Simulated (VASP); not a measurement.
# As (R-3m) in VASP: further runs, part 2 of 2

VASP 6.6.1.

## 4. Relaxation of cell and atoms, PBEsol

This run uses another cell than the first one, of 21.53 Å³/atom, 0.951 times its volume.

INCAR

```
PREC = Accurate ; ENCUT = 600
EDIFF = 1E-6 ; ISMEAR = -1
SIGMA = 0.05 ; LREAL = False
LASPH = True ; NELM = 60
ALGO = Normal ; ISIF = 3
LWAVE = False ; LCHARG = False
GGA = PS ; IBRION = 2
NSW = 60 ; EDIFFG = -0.01
```

KPOINTS

```
Automatic mesh
0
Gamma
  9 9 9
```

POSCAR

```
As
1.0
    1.8807968987      1.0858785957      3.5140619945
   -1.8807968987      1.0858785957      3.5140619945
    0.0000000000     -2.1717571915      3.5140619945
As
2
Direct
    0.2260000000      0.2260000000      0.2260000000
    0.7740000000      0.7740000000      0.7740000000
```

Potentials or basis: VASP PAW PBE potentials, release 64 (As).

Run with:

```
$ cat potpaw_PBE.64/As/POTCAR > POTCAR
$ mpirun -np 1 vasp_std > vasp.out
```

OUTCAR:

```text
PREC = Accurate
   ENCUT = 600
   EDIFF = 1E-6
   ISMEAR = -1
   LREAL = False
   LASPH = True
   NELM = 60
   ISIF = 3
   GGA = PS
   IBRION = 2
   NSW = 60
   EDIFFG = -0.01

 ion  position               nearest neighbor table
   1  0.226  0.226  0.226-   2 2.51   2 2.51   2 2.51
   2  0.774  0.774  0.774-   1 2.51   1 2.51   1 2.51

  LATTYP: Found a trigonal (rhomboedric) cell.
 ALAT       =     4.1310000000
 COS(alpha) =     0.5854247172

  Lattice vectors:

 A1 = (   1.8807968987,   1.0858785957,   3.5140619945)
 A2 = (  -1.8807968987,   1.0858785957,   3.5140619945)
 A3 = (   0.0000000000,  -2.1717571915,   3.5140619945)

Analysis of symmetry for initial positions (statically):
=====================================================================
 Subroutine PRICEL returns:
 Original cell was already a primitive cell.

 Routine SETGRP: Setting up the symmetry group for a
 trigonal (rhombohedral) supercell.

 Subroutine GETGRP returns: Found 12 space group operations
 (whereof 12 operations were pure point group operations)
 out of a pool of 12 trial point group operations.

The static configuration has the point symmetry D_3d.

Analysis of symmetry for dynamics (positions and initial velocities):
=====================================================================
 Subroutine PRICEL returns:
 Original cell was already a primitive cell.

 Routine SETGRP: Setting up the symmetry group for a
 trigonal (rhombohedral) supercell.

 Subroutine GETGRP returns: Found 12 space group operations
 (whereof 12 operations were pure point group operations)
 out of a pool of 12 trial point group operations.

The dynamic configuration has the point symmetry D_3d.

 Subroutine INISYM returns: Found 12 space group operations
 (whereof 12 operations are pure point group operations),
[... 138 lines left out ...]

 Free energy of the ion-electron system (eV)
  ---------------------------------------------------
  ext. energy  EPLUGINS =         0.00000000
  ---------------------------------------------------
  free energy    TOTEN  =       -10.20488266 eV

  energy without entropy =      -10.20334852  energy(sigma->0) =      -10.20411559

------------------------ aborting loop because EDIFF is reached ----------------------------------------

  FORCE on cell =-STRESS in cart. coord.  units (eV):
  Direction    XX          YY          ZZ          XY          YZ          ZX
  --------------------------------------------------------------------------------------
  -------------------------------------------------------------------------------------
  Total        0.2653645      0.2653645      0.0282156     -0.0000000     -0.0000000      0.0000000
  in kB        9.8734640      9.8734640      1.0498211     -0.0000000     -0.0000000      0.0000000
  external PRESSURE =       6.9322497 kB  Pullay stress =       0.0000000 kB
[... 89 lines left out ...]
  FREE ENERGIE OF THE ION-ELECTRON SYSTEM (eV)
  ---------------------------------------------------
  free  energy   TOTEN  =       -10.2136870442 eV

  energy  without entropy=      -10.2121428987  energy(sigma->0) =      -10.21291497

[... ionic steps 4 to 9 ...]

--------------------------------------- Ionic step       10  -------------------------------------------

 number of electron      10.0000000 magnetization

------------------------ aborting loop because EDIFF is reached ----------------------------------------
[... 67 lines left out ...]
--------------------------------------- Ionic step       12  -------------------------------------------

 number of electron      10.0000000 magnetization

 Free energy of the ion-electron system (eV)
  ---------------------------------------------------
  ext. energy  EPLUGINS =         0.00000000
  ---------------------------------------------------
  free energy    TOTEN  =       -10.22666868 eV

  energy without entropy =      -10.22536328  energy(sigma->0) =      -10.22601598

 E-fermi :   5.5688     XC(G=0): -10.2603

 val. band max:        5.5072647746   @ k =   0.3333   0.2222   0.2222
 cond. band min:       5.6045313854   @ k =   0.4444  -0.0000  -0.0000
 fundamental gap:      0.0972666109
 Fermi energy:         5.5687718683

 k-point     1 :       0.0000    0.0000    0.0000
  band No.  band energies     occupation
      1      -9.5221      2.00000
      2       0.0321      2.00000
      3       3.2486      2.00000
      4       3.5254      2.00000
      5       3.5254      2.00000
      6       7.7020      0.00000
      7       8.7243      0.00000
      8       8.7243      0.00000
      9      12.0284      0.00000
[... 265 lines left out ...]
 k-point    24 :       0.4444    0.4444   -0.0000
  band No.  band energies     occupation
      1      -6.8219      2.00000
      2      -3.7642      2.00000
      3      -0.5727      2.00000
      4       1.3287      2.00000
      5       1.3529      2.00000
      6       7.1829      0.00000
      7      11.2166      0.00000
      8      12.1938      0.00000
      9      12.8059      0.00000

 [... further k-points ...]
[... 5 lines left out ...]
  --------------------------------------------------------------------------------------
  -------------------------------------------------------------------------------------
  Total        0.0008458      0.0008458      0.0028151     -0.0000000     -0.0000000      0.0000000
  in kB        0.0323929      0.0323929      0.1078137     -0.0000000     -0.0000000      0.0000000
  external PRESSURE =       0.0575332 kB  Pullay stress =       0.0000000 kB
[... 17 lines left out ...]
  FREE ENERGIE OF THE ION-ELECTRON SYSTEM (eV)
  ---------------------------------------------------
  free  energy   TOTEN  =       -10.2266686772 eV

  energy  without entropy=      -10.2253632759  energy(sigma->0) =      -10.22601598

 reached required accuracy - stopping structural energy minimisation
```

Run time: 1.8 min. Hardware: 1 thread of Intel Xeon 6975P-C (Granite Rapids), shared host; peak memory 0.21 GiB.

What came out:

```yaml
Free_energy: -10.2267 eV
Relaxed_volume: 20.92 Å³/atom
Relaxed_cell: a = 4.012 Å, b = 4.012 Å, c = 4.012 Å, α = 56.38°, β = 56.38°, γ = 56.38°
Space_group_after_relaxing_to_0.05_Å: R-3m (No. 166)
Energy_gained_by_relaxing: 10.9 meV/atom
Ionic_steps: 12
Pressure_after_relaxing: 0.0 GPa
Band_gap_on_the_k_mesh: 0.10 eV, indirect (least direct gap 0.60 eV)
```

The path:
```csv
step,energy change (eV),largest force (eV/Å),pressure (GPa),volume (Å³)
1,0.0000,0.4400,0.69,43.06
2,-0.0084,0.0064,-1.48,43.64
3,-0.0088,0.0735,-1.09,43.53
4,-0.0147,0.0219,-0.49,42.84
5,-0.0173,0.0348,0.32,42.02
6,-0.0209,0.0386,0.14,41.86
7,-0.0216,0.0408,0.04,41.75
8,-0.0216,0.0409,0.03,41.74
9,-0.0218,0.0000,0.08,41.79
10,-0.0218,0.0036,0.10,41.79
11,-0.0218,0.0041,-0.12,41.91
12,-0.0218,0.0009,0.01,41.83
```

Final structure:
```xyz
2
Lattice="1.8951 1.0942 3.3624 -1.8951 1.0942 3.3624 0.0000 -2.1883 3.3624" Properties=species:S:1:pos:R:3 pbc="T T T"
As    0.0000    0.0000    2.3235
As    0.0000    0.0000    7.7637
```

Levels at points of the mesh, in eV from the valence-band top:
| k point | band 3 | band 4 | band 5 | band 6 | band 7 | band 8 |
| --- | --- | --- | --- | --- | --- | --- |
| (0.00, 0.00, 0.00) | -2.26 | -1.98 | -1.98 | 2.19 | 3.22 | 3.22 |

Caveat: the PAW data sets were made with another functional, which shifts forces and pressure a little. A k mesh can miss the band edges.

## 5. Single point, PBE, non-collinear spin, zero start, spin-orbit coupling

This run uses another cell than the first one, of 21.53 Å³/atom, 0.951 times its volume.

INCAR

```
ALGO = Normal
EDIFF = 1E-6
ENCUT = 520
GGA = PE
GGA_COMPAT = False
ISIF = 2
ISMEAR = -1
LASPH = True
LCHARG = True
LORBIT = 11
LORBMOM = True
LREAL = False
LSORBIT = True
LVHAR = True
LWAVE = False
MAGMOM = 0 0 0 0 0 0
NBANDS = 22
NELM = 150
PREC = Accurate
SIGMA = 0.05
```

KPOINTS

```
k-points
0
Gamma
  7 7 7
```

POSCAR is that of step 4.

Run with:

```
$ cat potpaw_PBE.64/As/POTCAR > POTCAR
$ mpirun -np 1 vasp_ncl > vasp.out
```

Run time: 41 s. Hardware: 1 thread of Intel Xeon 6975P-C (Granite Rapids), shared host; peak memory 0.33 GiB.

Results (log left out):

```
Free energy                                           : -9.3635 eV
Pressure                                              : 4.0 GPa
Largest force                                         : 0.451 eV/Å
Net moment                                            : 0.00 μB per cell
Valence electrons inside the program's atomic spheres : As 2.71
```

Forces in eV/Å, atoms in the order of the input:
```
As   0.000  0.000  0.451
As   0.000  0.000 -0.451
```

Stress tensor (GPa, compression positive):
```
4.31 0.00 0.00
0.00 4.31 0.00
0.00 0.00 3.28
```

Moments on the atoms (μB; x, y, z):
```
As  0.00 0.00 0.00
As  0.00 0.00 0.00
```

## 6. Single point, LDA, non-collinear spin, zero start, spin-orbit coupling

This run uses another cell than the first one, of 21.53 Å³/atom, 0.951 times its volume.

INCAR

```
  PREC = Accurate
  ENCUT = 520
  EDIFF = 1E-6
  ISMEAR = -1
  SIGMA = 0.05
  LREAL = False
  LASPH = True
  NELM = 150
  ALGO = Normal
  ISIF = 2
  LWAVE = False
  LCHARG = True
  LNONCOLLINEAR = True
  MAGMOM = 0 0 0 0 0 0
  LORBIT = 11
  LSORBIT = True
  GGA_COMPAT = False
  LORBMOM = True
  GGA = CA
  LVHAR = True
  NBANDS = 22
```

KPOINTS

```
Automatic mesh
0
Gamma
  7 7 7
```

POSCAR is that of step 5.

Potentials or basis: VASP PAW LDA potentials, release 64 (As).

Run with:

```
$ cat potpaw_LDA.64/As/POTCAR > POTCAR
$ mpirun -np 1 vasp_ncl > vasp.out
```

It took 42 s on 1 thread of Intel Xeon 6975P-C (Granite Rapids), shared host; peak memory 0.26 GiB.

Results (log left out):

```
Free energy                                           : -10.8092 eV
Pressure                                              : -1.0 GPa
Largest force                                         : 0.296 eV/Å
Net moment                                            : 0.00 μB per cell
Valence electrons inside the program's atomic spheres : As 2.72
```

Forces on the atoms (eV/Å):
```
As   0.000  0.000  0.296
As   0.000  0.000 -0.296
```

Stress tensor (GPa, compression positive):
```
-0.69  0.00  0.00
 0.00 -0.69  0.00
 0.00  0.00 -1.63
```

Moments on the atoms (μB; x, y, z):
```
As  0.00 0.00 0.00
As  0.00 0.00 0.00
```

## 7. Summary

```tsv
task	level	potentials or basis	spin	cell	k mesh	cutoff (eV)	gap on the mesh (eV)	pressure (GPa)	moment (μB)	relaxed volume (Å³/atom)	largest force (eV/Å)
single point	PBE	VASP PAW PBE potentials, release 64 (As)	off	a = 4.222 Å, angles 53.6°, 2 atoms	9 × 9 × 9	520	none	0.3	-	-	0.05
relaxation of cell and atoms	LDA	VASP PAW LDA potentials, release 64 (As)	off	relaxed from a = 4.131 Å, angles 54.2°, 2 atoms	9 × 9 × 9	600	0.10	0.0	-	20.45	-
relaxation of cell and atoms	PBEsol	VASP PAW PBE potentials, release 64 (As)	off	relaxed from a = 4.131 Å, angles 54.2°, 2 atoms	9 × 9 × 9	600	0.10	0.0	-	20.92	-
single point	PBE	VASP PAW PBE potentials, release 64 (As)	non-collinear, zero start, SOC	a = 4.131 Å, angles 54.2°, 2 atoms	7 × 7 × 7	520	-	4.0	0.00	-	0.45
single point	LDA	VASP PAW LDA potentials, release 64 (As)	non-collinear, zero start, SOC	a = 4.131 Å, angles 54.2°, 2 atoms	7 × 7 × 7	520	-	-1.0	0.00	-	0.30
```

Alike in all rows: smearing fermi-dirac 0.05 eV.

Caveats: the PAW data sets were made with another functional, which shifts forces and pressure a little (some runs).

Absolute energies hang on the potentials; compare differences alone.
